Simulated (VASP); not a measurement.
# BeS (F-43m) in VASP: further runs, part 2 of 2

VASP 6.6.1. The steps go on from the part before.

### Step 4. Single point, HSE06

This run uses another cell than the first one, of 14.26 Å³/atom, 1.020 times its volume.

File POSCAR:

```
BeS
1.0
    0.0000000000      2.4250000000      2.4250000000
    2.4250000000      0.0000000000      2.4250000000
    2.4250000000      2.4250000000      0.0000000000
S Be
1 1
Direct
    0.7500000000      0.7500000000      0.7500000000
    0.0000000000      0.0000000000      0.0000000000
```

File INCAR.step1:

```
SYSTEM = BeS
ALGO = Normal
EDIFF = 1E-5
ENCUT = 520
GGA = PE
ISIF = 2
ISMEAR = -1
LASPH = .True.
LCHARG = .False.
LREAL = .False.
LWAVE = .True.
NBANDS = 11
NELM = 100
PREC = Accurate
SIGMA = 0.05
```

File INCAR.step2:

```
SYSTEM = BeS
ALGO = Normal
EDIFF = 1E-6
ENCUT = 520
GGA = PE
HFSCREEN = 0.2079
ISIF = 2
ISMEAR = -1
ISTART = 1
LASPH = .True.
LCHARG = .False.
LHFCALC = .True.
LREAL = .False.
LWAVE = .False.
NBANDS = 11
NELM = 100
PREC = Accurate
PRECFOCK = Normal
SIGMA = 0.05
```

File KPOINTS:

```
k-points
0
Gamma
  6 6 6
  0 0 0
```

Potentials or basis: VASP PAW PBE potentials, release 64 (S, Be).

Run with:

```sh
cat potpaw_PBE.64/S/POTCAR potpaw_PBE.64/Be/POTCAR > POTCAR
cp INCAR.step1 INCAR
mpirun -np 1 vasp_std > vasp.out
cp INCAR.step2 INCAR
mpirun -np 1 vasp_std > vasp.out
```

OUTCAR:

```text
SYSTEM = BeS
   EDIFF = 1E-6
   ENCUT = 520
   GGA = PE
   HFSCREEN = 0.2079
   ISIF = 2
   ISMEAR = -1
   ISTART = 1
   LASPH = .True.
   LHFCALC = .True.
   LREAL = .False.
   NELM = 100
   PREC = Accurate
   PRECFOCK = Normal

 ion  position               nearest neighbor table
   1  0.750  0.750  0.750-   2 2.10   2 2.10   2 2.10   2 2.10
   2  0.000  0.000  0.000-   1 2.10   1 2.10   1 2.10   1 2.10

  LATTYP: Found a face centered cubic cell.
 ALAT       =     4.8500000000

[... 409 lines left out ...]

------------------------ aborting loop because EDIFF is reached ----------------------------------------

  FORCE on cell =-STRESS in cart. coord.  units (eV):
  Direction    XX          YY          ZZ          XY          YZ          ZX
  --------------------------------------------------------------------------------------
  -------------------------------------------------------------------------------------
  Total        0.0106324      0.0106324      0.0106324      0.0000000     -0.0000000      0.0000000
  in kB        0.5972762      0.5972762      0.5972762      0.0000000     -0.0000000      0.0000000
  external PRESSURE =       0.5972762 kB  Pullay stress =       0.0000000 kB

 VOLUME and BASIS-vectors are now :
 -----------------------------------------------------------------------------
  energy-cutoff  :      520.00
  volume of cell :       28.52
      direct lattice vectors                 reciprocal lattice vectors
     0.000000000  2.425000000  2.425000000    -0.206185567  0.206185567  0.206185567
     2.425000000  0.000000000  2.425000000     0.206185567 -0.206185567  0.206185567
     2.425000000  2.425000000  0.000000000     0.206185567  0.206185567 -0.206185567

 POSITION                                       TOTAL-FORCE (eV/Angst)
 -----------------------------------------------------------------------------------
      3.63750      3.63750      3.63750        -0.000000     -0.000000     -0.000000
      0.00000      0.00000      0.00000         0.000000      0.000000      0.000000
 -----------------------------------------------------------------------------------
    total drift:                                0.000000     -0.000000     -0.000000

  FREE ENERGIE OF THE ION-ELECTRON SYSTEM (eV)
  ---------------------------------------------------
  free  energy   TOTEN  =       -11.3883973094 eV

  energy  without entropy=      -11.3883973093  energy(sigma->0) =      -11.38839731
```

OUTCAR.step1:

```text
SYSTEM = BeS
   EDIFF = 1E-5
   ENCUT = 520
   GGA = PE
   ISIF = 2
   ISMEAR = -1
   LASPH = .True.
[... 434 lines left out ...]
      3.63750      3.63750      3.63750        -0.000000     -0.000000      0.000000
      0.00000      0.00000      0.00000         0.000000      0.000000     -0.000000
 -----------------------------------------------------------------------------------
    total drift:                               -0.000000     -0.000000     -0.000000

  FREE ENERGIE OF THE ION-ELECTRON SYSTEM (eV)
  ---------------------------------------------------
  free  energy   TOTEN  =       -10.0082922616 eV

  energy  without entropy=      -10.0082922616  energy(sigma->0) =      -10.00829226
```

OSZICAR.step1:

```text
N       E                     dE             d eps       ncg     rms          rms(c)
DAV:   1     0.202307340049E+02    0.20231E+02   -0.40247E+03   352   0.634E+02
DAV:   2    -0.897190991816E+01   -0.29203E+02   -0.28246E+02   467   0.118E+02
DAV:   3    -0.101761991943E+02   -0.12043E+01   -0.12019E+01   444   0.234E+01
DAV:   4    -0.101837482244E+02   -0.75490E-02   -0.75481E-02   432   0.219E+00
DAV:   5    -0.101838096441E+02   -0.61420E-04   -0.61419E-04   459   0.185E-01    0.566E+00
DAV:   6    -0.100479679917E+02    0.13584E+00   -0.11763E-01   405   0.164E+00    0.386E+00
DAV:   7    -0.100069450840E+02    0.41023E-01   -0.11945E-01   422   0.181E+00    0.995E-01
DAV:   8    -0.100081510386E+02   -0.12060E-02   -0.65802E-03   449   0.417E-01    0.148E-01
DAV:   9    -0.100082495977E+02   -0.98559E-04   -0.51085E-04   445   0.143E-01    0.315E-02
DAV:  10    -0.100082864599E+02   -0.36862E-04   -0.69803E-05   417   0.456E-02    0.100E-02
DAV:  11    -0.100082922616E+02   -0.58017E-05   -0.17125E-05   416   0.217E-02
   1 F= -.10008292E+02 E0= -.10008292E+02  d E =-.139036E-10
```

It took 8.3 min on 1 thread of Intel Xeon Platinum 8259CL at 2.50GHz (Skylake/Cascade Lake), shared host; peak memory 0.26 GiB.

What came out:

```yaml
Free_energy: -11.3884 eV
Pressure: 0.1 GPa
Band_gap_on_the_k_mesh: 4.05 eV, indirect (least direct gap 6.86 eV)
```

Levels at points of the mesh, in eV from the valence-band top:
```tsv
k point	band 1	band 2	band 3	band 4	band 5	band 6	band 7	band 8
(0.00, 0.00, 0.00)	-15.09	0.00	0.00	0.00	6.86	6.86	6.86	7.06
(0.50, 0.00, 0.00)	-13.31	-6.36	-1.12	-1.12	6.61	7.77	7.77	12.55
(0.50, 0.50, 0.00)	-12.70	-5.54	-2.88	-2.88	4.05	5.96	14.52	14.52
```

Caveat: the PAW data sets were made with another functional, which shifts forces and pressure a little.

### Step 5. Single point, PBE0

This run uses another cell than the first one, of 13.40 Å³/atom, 0.959 times its volume.

File POSCAR:

```
BeS
1.0
    0.0000000000      2.3754963136      2.3754963136
    2.3754963136      0.0000000000      2.3754963136
    2.3754963136      2.3754963136      0.0000000000
S Be
1 1
Direct
    0.7500000000      0.7500000000      0.7500000000
    0.0000000000      0.0000000000      0.0000000000
```

File INCAR.step1:

```
PREC = Accurate
ENCUT = 520
EDIFF = 1E-5
ISMEAR = -1
SIGMA = 0.05
LREAL = F
LASPH = T
NELM = 60
ALGO = Normal
ISIF = 2
LWAVE = T
LCHARG = F
GGA = PE
NBANDS = 11
```

File INCAR.step2:

```
PREC = Accurate
ENCUT = 520
EDIFF = 1E-6
ISMEAR = -1
SIGMA = 0.05
LREAL = F
LASPH = T
NELM = 60
ALGO = Normal
ISIF = 2
LWAVE = F
LCHARG = F
GGA = PE
LHFCALC = T
AEXX = 0.25
PRECFOCK = Normal
ISTART = 1
NBANDS = 11
```

File KPOINTS:

```
Automatic mesh
0
Gamma
  6 6 6
```

Run with:

```sh
cat potpaw_PBE.64/S/POTCAR potpaw_PBE.64/Be/POTCAR > POTCAR
cp INCAR.step1 INCAR
mpirun -np 1 vasp_std > vasp.out
cp INCAR.step2 INCAR
mpirun -np 1 vasp_std > vasp.out
```

Wall time 10 min (1 thread of Intel Xeon Platinum 8259CL at 2.50GHz (Skylake/Cascade Lake), shared host); peak memory 0.16 GiB.

The run converged. Its results:

```
Free energy            : -11.9578 eV
Pressure               : 6.9 GPa
Band gap on the k mesh : 4.63 eV, indirect (least direct gap 7.58 eV)
```

Levels at points of the mesh, in eV from the valence-band top:
```tsv
k point	band 1	band 2	band 3	band 4	band 5	band 6	band 7	band 8
(0.00, 0.00, 0.00)	-15.61	0.00	0.00	0.00	7.58	7.58	7.58	8.36
(0.50, 0.00, 0.00)	-13.64	-6.87	-1.23	-1.23	7.59	8.50	8.50	13.58
(0.50, 0.50, 0.00)	-12.96	-5.95	-3.14	-3.14	4.63	6.64	15.83	15.83
```

Caveat: the PAW data sets were made with another functional, which shifts forces and pressure a little. A k mesh can miss the band edges.

### Step 6. The runs side by side

| level | cell | screening parameter | gap on the mesh (eV) | pressure (GPa) |
| --- | --- | --- | --- | --- |
| HSE06 | a = 3.406 Å, angles 60.0°, 2 atoms | 0.2079 1/Å | 4.00 | 2.1 |
| HSE06 | a = 3.429 Å, angles 60.0°, 2 atoms | 0.2079 1/Å | 4.05 | 0.1 |
| PBE0 | a = 3.359 Å, angles 60.0°, 2 atoms | - | 4.63 | 6.9 |

Alike in all rows: task single point; potentials or basis VASP PAW PBE potentials, release 64 (S, Be); no spin polarisation; k mesh 6 × 6 × 6; cutoff (eV) 520; smearing fermi-dirac 0.05 eV.

Caveats: the PAW data sets were made with another functional, which shifts forces and pressure a little.

Total energies depend on the potentials used, so only differences within one code and one set of settings carry meaning.
